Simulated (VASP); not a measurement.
# CdH2O2 (Cm) in VASP: a series of runs

Runs on CdH2O2. Level: PBEsol. Tasks: single point.

Everything below comes from runs of VASP 6.6.1. Logs are shortened: lines on timing, memory, paths and dates and some standing lists are left out, and cuts for length are marked.

### 1 The cell of the first run

It takes space group Cm (No. 8, monoclinic). Conventional cell: a = 6.651 Å, b = 3.840 Å, c = 4.441 Å, α = 90.00°, β = 90.00°, γ = 90.00°. Within 3.0 Å of Cd (site symmetry m) lie 6 H at 2.22 to 2.97 Å and 6 O at 2.33 to 2.49 Å. Within 1.4 Å of H (site symmetry m) lie 1 O at 1.03 Å. Within 1.4 Å of H (site symmetry m) lie 1 O at 1.02 Å. Within 1.4 Å of O (site symmetry m) lie 1 H at 1.03 Å. O (site symmetry m) has 1 H at 1.02 Å within 1.4 Å.

### 2 Single point, PBEsol

The input, INCAR:

```
SYSTEM = CdH2O2
PREC = Accurate ; ENCUT = 520
EDIFF = 1E-6 ; ISMEAR = 0
SIGMA = 0.05 ; LREAL = .FALSE.
LASPH = .TRUE. ; NELM = 80
ALGO = Normal ; ISIF = 2
LWAVE = .FALSE. ; LCHARG = .TRUE.
GGA = PS ; LELF = .TRUE.
LVHAR = .TRUE. ; NBANDS = 21
```

The input, KPOINTS:

```
regular mesh
0
G
  9 9 6
  0 0 0
```

The input, POSCAR:

```
CdH2O2
1.0
    3.8398216553      0.0000000000      0.0000000000
   -1.9199108277      3.3253830995      0.0000000000
    0.0000000000      0.0000000000      4.4413930000
Cd H O
1 2 2
Direct
    0.3333333333      0.6666666667      0.9873000000
    0.0000000000      0.0000000000      0.0080770000
    0.6666666667      0.3333333333      0.4318850000
    0.0278929451      0.0139464725      0.7777798421
    0.6945596117      0.3472798059      0.2034798421
```

Potentials or basis: VASP PAW PBE potentials, release 64 (Cd, H, O).

Command:

```sh
$ cat potpaw_PBE.64/Cd/POTCAR potpaw_PBE.64/H/POTCAR potpaw_PBE.64/O/POTCAR > POTCAR
$ mpirun -np 1 vasp_std > vasp.out
```

OUTCAR:

```text
SYSTEM = CdH2O2
   PREC = Accurate
   ENCUT = 520
   EDIFF = 1E-6
   ISMEAR = 0
   LREAL = .FALSE.
   LASPH = .TRUE.
   NELM = 80
   ISIF = 2
   GGA = PS

 ion  position               nearest neighbor table
   1  0.333  0.667  0.987-   2 2.22   2 2.22   2 2.22   5 2.33   4 2.36   4 2.36   5 2.46   5 2.46
                             4 2.49
   2  0.000  0.000  0.008-   4 1.03   1 2.22   1 2.22   1 2.22
   3  0.667  0.333  0.432-   5 1.02
   4  0.028  0.014  0.778-   2 1.03   1 2.36   1 2.36   1 2.49
   5  0.695  0.347  0.203-   3 1.02   1 2.33   1 2.46   1 2.46

  LATTYP: Found a hexagonal cell.
 ALAT       =     3.8398216553
 C/A-ratio  =     1.1566664806

  Lattice vectors:

 A1 = (   3.8398216553,   0.0000000000,   0.0000000000)
 A2 = (  -1.9199108277,   3.3253830995,   0.0000000000)
 A3 = (   0.0000000000,   0.0000000000,   4.4413930000)

Analysis of symmetry for initial positions (statically):
=====================================================================
 Subroutine PRICEL returns:
 Original cell was already a primitive cell.

 Routine SETGRP: Setting up the symmetry group for a
 hexagonal supercell.

 Subroutine GETGRP returns: Found  2 space group operations
 (whereof  2 operations were pure point group operations)
 out of a pool of 24 trial point group operations.

The static configuration has the point symmetry C_1h.

Analysis of symmetry for dynamics (positions and initial velocities):
=====================================================================
 Subroutine PRICEL returns:
 Original cell was already a primitive cell.

 Routine SETGRP: Setting up the symmetry group for a
 hexagonal supercell.

 Subroutine GETGRP returns: Found  2 space group operations
 (whereof  2 operations were pure point group operations)
 out of a pool of 24 trial point group operations.

The dynamic configuration has the point symmetry C_1h.

 Subroutine INISYM returns: Found  2 space group operations
 (whereof  2 operations are pure point group operations),
 and found     1 'primitive' translations

----------------------------------------------------------------------------------------

                                     Primitive cell

  volume of cell :      56.7116

  direct lattice vectors                    reciprocal lattice vectors
     3.839821655  0.000000000  0.000000000     0.260428762  0.150358616  0.000000000
    -1.919910828  3.325383100  0.000000000     0.000000000  0.300717232  0.000000000
     0.000000000  0.000000000  4.441393000     0.000000000  0.000000000  0.225154586

  length of vectors
     3.839821655  3.839821655  4.441393000     0.300717232  0.300717232  0.225154586

  position of ions in fractional coordinates (direct lattice)
     0.333333333  0.666666667  0.987300000
     0.000000000  0.000000000  0.008077000
     0.666666667  0.333333333  0.431885000
     0.027892945  0.013946473  0.777779842
     0.694559612  0.347279806  0.203479842

  ion indices of the primitive-cell ions
   primitive index   ion index
                 1           1
                 2           2
                 3           3
                 4           4
                 5           5

----------------------------------------------------------------------------------------

 KPOINTS: regular mesh

Automatic generation of k-mesh.
 Grid dimensions read from file:
 generate k-points for:    9    9    6

 Generating k-lattice:

  Cartesian coordinates                     Fractional coordinates (reciprocal lattice)
     0.028936529  0.016706513  0.000000000     0.111111111  0.000000000  0.000000000
     0.000000000  0.033413026  0.000000000     0.000000000  0.111111111  0.000000000
     0.000000000  0.000000000  0.037525764     0.000000000  0.000000000  0.166666667

  Length of vectors
     0.033413026  0.033413026  0.037525764

  Shift w.r.t. Gamma in fractional coordinates (k-lattice)
     0.000000000  0.000000000  0.000000000

 Subroutine IBZKPT returns following result:
 ===========================================

 Found    140 irreducible k-points:

 Following reciprocal coordinates:
            Coordinates               Weight
  0.000000  0.000000  0.000000      1.000000
  0.111111  0.000000  0.000000      2.000000
  0.000000  0.111111  0.000000      4.000000
  0.222222 -0.000000  0.000000      2.000000
  0.000000  0.222222  0.000000      4.000000
  0.333333 -0.000000  0.000000      2.000000
[... 16 lines left out ...]
 -0.222222 -0.444444  0.000000      4.000000
  0.444444  0.333333  0.000000      4.000000
 [... further k-points ...]
   k-points           NKPTS =    140   k-points in BZ     NKDIM =    140   number of bands    NBANDS=     21
   number of dos      NEDOS =    301   number of ions     NIONS =      5
   total plane-waves  NPLWV =  32400
   dimension x,y,z NGX =    30 NGY =   30 NGZ =   36
   dimension x,y,z NGXF=    60 NGYF=   60 NGZF=   72
   ions per type =               1   2   2
   NGX,Y,Z   is equivalent  to a cutoff of  12.99, 12.99, 13.48 a.u.
   NGXF,Y,Z  is equivalent  to a cutoff of  25.98, 25.98, 26.95 a.u.
 SYSTEM =  CdH2O2
   PREC   = accura    normal or accurate (medium, high low for compatibility)
   ISTART =      0    job   : 0-new  1-cont  2-samecut
   ICHARG =      2    charge: 1-file 2-atom 10-const
   ISPIN  =      1    spin polarized calculation?
   LNONCOLLINEAR =      F non collinear calculations
   LSORBIT =      F    spin-orbit coupling
   LASPH  =      T    aspherical Exc in radial PAW
   ENCUT  =  520.0 eV  38.22 Ry    6.18 a.u.   7.14  7.14  8.26*2*pi/ulx,y,z
   NELM   =     80;   NELMIN=  2; NELMDL= -5     # of ELM steps
   EDIFF  = 0.1E-05   stopping-criterion for ELM
   LREAL  =      F    real-space projection
   EDIFFG = 0.1E-04   stopping-criterion for IOM
   NSW    =      0    number of steps for IOM
   IBRION =     -1    ionic relax: 0-MD 1-quasi-New 2-CG
   NFREE  =      0    steps in history (QN), initial steepest desc. (CG)
   ISIF   =      2    stress and relaxation
   ISYM   =      2    0-nonsym 1-usesym 2-fastsym
   POTIM  = 0.5000    time-step for ionic-motion
   TEBEG  =    0.0;   TEEND  =   0.0 temperature during run
   PSTRESS=    0.0 pullay stress
   NELECT =      26.0000    total number of electrons
   NUPDOWN=      -1.0000    fix difference up-down
   EMIN   =  10.00;   EMAX   =-10.00  energy-range for DOS
   EFERMI =   0.00;   METHOD = LEGACY
   ISMEAR =     0;   SIGMA  =   0.05  broadening in eV -4-tet -1-fermi 0-gaus
   EFERMI_NEDOS =   21; number of points for ismear=-14 and -15
   IALGO  =     38    algorithm
   IMIX   =      4    mixing-type and parameters
     AMIX     =   0.40;   BMIX     =  1.00
     AMIX_MAG =   1.60;   BMIX_MAG =  1.00
  volume/ion in A,a.u.               =      11.34        76.54
  Fermi-wavevector in a.u.,A,eV,Ry     =   1.262337  2.385471 21.680810  1.593495
  Thomas-Fermi vector in A             =   2.395750
   LORBIT       =      0    0 simple, 1 ext, 2 COOP (PROOUT), +10 PAW based schemes
   GGA     = PS    functional components
   LHFCALC =     F    Hartree Fock is set to
   AEXX    =    0.0000 exact exchange contribution
   IVDW    =     0    specifies the selected vdW correction
   LEPSILON=     F    determine dielectric tensor
   LRPA    =     F    only Hartree local field effects (RPA)
 non-spin polarized calculation
 Gauss-broadening in eV      SIGMA  =   0.05
  energy-cutoff  :      520.00
  volume of cell :       56.71
 maximum number of plane-waves:      1554
 NGX is ok and might be reduce to    30
   NGX = 15   NGY = 15   NGZ = 17

 number of electron      26.0000007 magnetization

 Free energy of the ion-electron system (eV)
  ---------------------------------------------------
  ext. energy  EPLUGINS =         0.00000000
  ---------------------------------------------------
  free energy    TOTEN  =       -22.44575505 eV

  energy without entropy =      -22.44575505  energy(sigma->0) =      -22.44575505

 E-fermi :  -0.6847     XC(G=0):  -9.4834

 val. band max:       -0.9399513296   @ k =   0.0000   0.4444   0.0000
 cond. band min:       0.1079587473   @ k =   0.0000   0.0000   0.0000
 fundamental gap:      1.0479100770
 Fermi energy:        -0.6846915410

 k-point     1 :       0.0000    0.0000    0.0000
  band No.  band energies     occupation
      1     -18.9533      2.00000
      2     -17.9104      2.00000
      3      -7.9742      2.00000
      4      -7.7120      2.00000
      5      -7.6622      2.00000
      6      -7.1147      2.00000
[... 13 lines left out ...]
     20      12.9716      0.00000
     21      14.9860      0.00000

 k-point     2 :       0.1111    0.0000    0.0000
  band No.  band energies     occupation
      1     -18.9148      2.00000
      2     -17.9365      2.00000
      3      -7.9209      2.00000
      4      -7.6669      2.00000
      5      -7.6147      2.00000
      6      -7.1342      2.00000
[... 13 lines left out ...]
     20      12.3932      0.00000
     21      15.0586      0.00000

 k-point     3 :       0.0000    0.1111    0.0000
  band No.  band energies     occupation
      1     -18.9141      2.00000
      2     -17.9367      2.00000
      3      -7.9356      2.00000
      4      -7.6785      2.00000
      5      -7.5902      2.00000
      6      -7.1335      2.00000
[... 13 lines left out ...]
     20      12.3336      0.00000
     21      15.0280      0.00000

 k-point     4 :       0.2222   -0.0000    0.0000
  band No.  band energies     occupation
      1     -18.8110      2.00000
      2     -18.0072      2.00000
      3      -7.7718      2.00000
      4      -7.5531      2.00000
      5      -7.5274      2.00000
      6      -7.1533      2.00000
[... 13 lines left out ...]
     20      13.0701      0.00000
     21      14.4982      0.00000

 k-point     5 :       0.0000    0.2222    0.0000
  band No.  band energies     occupation
      1     -18.8081      2.00000
      2     -18.0084      2.00000
      3      -7.8309      2.00000
      4      -7.5668      2.00000
      5      -7.4720      2.00000
      6      -7.1494      2.00000
[... 13 lines left out ...]
     20      12.7415      0.00000
     21      14.4749      0.00000

 k-point     6 :       0.3333   -0.0000    0.0000
  band No.  band energies     occupation
      1     -18.6750      2.00000
      2     -18.1022      2.00000
      3      -7.6216      2.00000
      4      -7.4446      2.00000
      5      -7.4383      2.00000
      6      -7.1194      2.00000
[... 13 lines left out ...]
     20      12.7627      0.00000
     21      13.8298      0.00000

 k-point     7 :       0.0000    0.3333    0.0000
  band No.  band energies     occupation
      1     -18.6682      2.00000
      2     -18.1058      2.00000
      3      -7.7373      2.00000
      4      -7.4389      2.00000
      5      -7.3900      2.00000
      6      -7.1008      2.00000
[... 13 lines left out ...]
     20      12.5029      0.00000
     21      13.8011      0.00000
[... 291 lines left out ...]
      1     -18.6096      2.00000
      2     -18.1449      2.00000
      3      -7.5657      2.00000
      4      -7.4880      2.00000
      5      -7.3311      2.00000
      6      -7.1043      2.00000
[... 13 lines left out ...]
     20      12.4010      0.00000
     21      12.9817      0.00000

 k-point    21 :      -0.2222    0.4444    0.0000
  band No.  band energies     occupation
      1     -18.6033      2.00000
      2     -18.1489      2.00000
      3      -7.6012      2.00000
      4      -7.5127      2.00000
      5      -7.3461      2.00000
      6      -7.0838      2.00000
[... 13 lines left out ...]
     20      12.2562      0.00000
     21      13.0715      0.00000

 k-point    22 :       0.3333    0.2222    0.0000
  band No.  band energies     occupation
      1     -18.5218      2.00000
      2     -18.2086      2.00000
      3      -7.5280      2.00000
      4      -7.3953      2.00000
      5      -7.2702      2.00000
      6      -7.1463      2.00000
[... 13 lines left out ...]
     20      12.1162      0.00000
     21      12.7005      0.00000

 k-point    23 :      -0.2222   -0.4444    0.0000
  band No.  band energies     occupation
      1     -18.5131      2.00000
      2     -18.2149      2.00000
      3      -7.5835      2.00000
      4      -7.4166      2.00000
      5      -7.2758      2.00000
      6      -7.1195      2.00000
[... 13 lines left out ...]
     20      12.0004      0.00000
     21      12.7844      0.00000

 k-point    24 :       0.4444    0.3333    0.0000
  band No.  band energies     occupation
      1     -18.5168      2.00000
      2     -18.2122      2.00000
      3      -7.5826      2.00000
      4      -7.3801      2.00000
      5      -7.2815      2.00000
      6      -7.1332      2.00000
[... 13 lines left out ...]
     20      12.0420      0.00000
     21      12.7567      0.00000

 [... further k-points ...]
[... 5 lines left out ...]
  --------------------------------------------------------------------------------------
  -------------------------------------------------------------------------------------
  Total       -1.5890617     -1.7693037     -3.5926480      0.1560941      0.2155206      0.3732938
  in kB      -44.8930811    -49.9851522   -101.4970244      4.4098630      6.0887414     10.5460413
  external PRESSURE =     -65.4584192 kB  Pullay stress =       0.0000000 kB

 VOLUME and BASIS-vectors are now :
 -----------------------------------------------------------------------------
  energy-cutoff  :      520.00
  volume of cell :       56.71
      direct lattice vectors                 reciprocal lattice vectors
     3.839821655  0.000000000  0.000000000     0.260428762  0.150358616  0.000000000
    -1.919910828  3.325383100  0.000000000     0.000000000  0.300717232  0.000000000
     0.000000000  0.000000000  4.441393000     0.000000000  0.000000000  0.225154586

 POSITION                                       TOTAL-FORCE (eV/Angst)
 -----------------------------------------------------------------------------------
     -0.00000      2.21692      4.38499         0.247190      0.142715     -0.156692
      0.00000      0.00000      0.03587         0.073255      0.042294     -1.269433
      1.91991      1.10846      1.91817         0.222070      0.128212     -1.472922
      0.08033      0.04638      3.45443        -0.193152     -0.111516      1.629465
      2.00024      1.15484      0.90373        -0.349363     -0.201705      1.269582
 -----------------------------------------------------------------------------------
    total drift:                               -0.000013     -0.000010     -0.000278

  FREE ENERGIE OF THE ION-ELECTRON SYSTEM (eV)
  ---------------------------------------------------
  free  energy   TOTEN  =       -22.4457550535 eV

  energy  without entropy=      -22.4457550535  energy(sigma->0) =      -22.44575505
```

Wall time 2.3 min (1 thread of Oxide Virtual Turin-like, shared host); peak memory 0.26 GiB.

What came out:

| Item | Value |
| --- | --- |
| Free energy | -22.4458 eV |
| Pressure | -6.5 GPa |
| Largest force | 1.645 eV/Å |
| Band gap on the k mesh | 1.05 eV (least direct gap 1.55 eV) |

Forces on the atoms (eV/Å):
```
Cd   0.247  0.143 -0.157
H    0.073  0.042 -1.269
H    0.222  0.128 -1.473
O   -0.193 -0.112  1.629
O   -0.349 -0.202  1.270
```

Stress tensor (GPa, compression positive):
```
 -4.49   0.44   1.05
  0.44  -5.00   0.61
  1.05   0.61 -10.15
```

Caveat: the cell differs from its parent crystal (all O atoms moved -0.100 Å, as atom 4 towards its neighbour atom 1 (Cd) at 2.390 Å); the stress differs along the axes, from -10 to -4 GPa; the PAW data sets were made with another functional, which shifts forces and pressure a little.

(Continued in part 2 of 2.)
